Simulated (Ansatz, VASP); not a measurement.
Cu in VASP and in Ansatz

```xyz
1
Lattice="0.0000 1.9056 1.8149 1.9056 0.0000 1.8149 1.9056 1.9056 0.0000" Properties=species:S:1:pos:R:3 pbc="T T T"
Cu    0.0000    0.0000    0.0000
```

Change from the starting cell: strain +0.050 along x and y, +0.000 along z, atoms carried along.

Alike in both runs: task single point; functional PBE; k mesh 28 × 28 × 28; occupations gaussian, width 0.15 eV; no spin polarisation.

|  | VASP | Ansatz |
| --- | --- | --- |
| version | VASP 6.6.1 | Ansatz 0.2.0 |
| potentials or method | VASP PAW PBE potentials, release 64 (Cu_sv_GW), cutoff 700 eV | scalar-relativistic, plane waves, PAW |
| valence electrons in the cell | 19 | 19 |

Ansatz gave:

- gap on the k mesh at the Fermi level (eV): none
- pressure (GPa): -10.7
- traceless stress, the component that is largest in VASP (GPa): 1.11

Problem. Which values does VASP return?

Solution. gap on the k mesh at the Fermi level (eV): none; pressure (GPa): -14.2; traceless stress, the component that is largest in VASP (GPa): 1.12.

A gap of «none» marks a metal or a gap that the smearing closes.
